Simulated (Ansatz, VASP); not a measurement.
Two plane-wave programs on SnO2

The input INCAR:

```
PREC     = Accurate       # precision mode
ENCUT    = 520            # plane-wave cutoff, eV
EDIFF    = 1E-6           # SCF threshold, eV
ISMEAR   = 0              # smearing method
SIGMA    = 0.02           # smearing width, eV
LREAL    = False          # projectors in reciprocal space
LASPH    = True           # aspherical terms in the spheres
NELM     = 60             # most SCF steps
ALGO     = Normal         # electronic algorithm
ISIF     = 2              # what is computed and relaxed
LWAVE    = False          # write WAVECAR
LCHARG   = False          # write CHGCAR
GGA      = PS             # functional
NBANDS   = 35             # bands
```

The input KPOINTS:

```
Automatic mesh
0
Gamma
  6 6 8
```

POSCAR

```
SnO2
1.0
    4.9594039495      0.0000000000      0.0000000000
    0.0000000000      4.9608684377      0.0000000000
    0.0000000000      0.0000000000      3.1349624049
Sn O
2 4
Direct
    0.5000000000      0.5000000000      0.5000000000
    0.0000000000      0.0000000000      0.0000000000
    0.3074638526      0.3075430387      0.0000000000
    0.8074638526      0.1924569613      0.5000000000
    0.1925361474      0.8075430387      0.5000000000
    0.6925361474      0.6924569613      0.0000000000
```

Input for Ansatz:

```yaml
crystal:
  lattice:
    - [4.9594039495, 0.0, 0.0]
    - [0.0, 4.9608684377, 0.0]
    - [0.0, 0.0, 3.1349624049]
  atoms:
    - { symbol: Sn, position: [0.5, 0.5, 0.5] }
    - { symbol: Sn, position: [0.0, 0.0, 0.0] }
    - { symbol: O, position: [0.3074638526, 0.3075430387, 0.0] }
    - { symbol: O, position: [0.8074638526, 0.1924569613, 0.5] }
    - { symbol: O, position: [0.1925361474, 0.8075430387, 0.5] }
    - { symbol: O, position: [0.6925361474, 0.6924569613, 0.0] }
basis:
  ecutwfc: 420
kpoints:
  mp_grid: { grid: [6, 6, 8] }
  band_path: { path: [VBM, CBM], npoints: 2 }
hamiltonian:
  xc: pbesol
scf:
  occupations: { method: gaussian, width: 0.02 }
output:
  forces: true
  stress: true
  eigenvalues: true
checkpoint:
  read: start.run
  write: ck
  compress: false
  write_wavefunctions: false
  write_every: 100000
```

Alike in both runs: task single point; functional PBEsol; k mesh 6 × 6 × 8; occupations gaussian, width 0.02 eV; no spin polarisation.

|  | VASP | Ansatz |
| --- | --- | --- |
| version | VASP 6.6.1 | Ansatz 0.2.0 |
| potentials or method | VASP PAW PBE potentials, release 64 (Sn_d, O), cutoff 520 eV | scalar-relativistic, plane waves, PAW |
| valence electrons in the cell | 52 | 52 |

VASP gave:

```
gap on the k mesh at the Fermi level (eV)                     : 0.63
least direct gap on the mesh (eV)                             : 0.63
pressure (GPa)                                                : -6.0
traceless stress, the component that is largest in VASP (GPa) : 6.76
rms of the force components (eV/Å)                            : 0.016
```

Estimate Ansatz's values.

gap on the k mesh at the Fermi level (eV): 0.64; least direct gap on the mesh (eV): 0.64; pressure (GPa): -6.5; traceless stress, the component that is largest in VASP (GPa): 6.47; rms of the force components (eV/Å): 0.000.

VASP's potentials were made for PBE, not for PBEsol. Atom by atom the forces differ by 0.016 eV/Å (rms over components). The functional is the same, so the differences come from potentials, cutoffs and numerics.
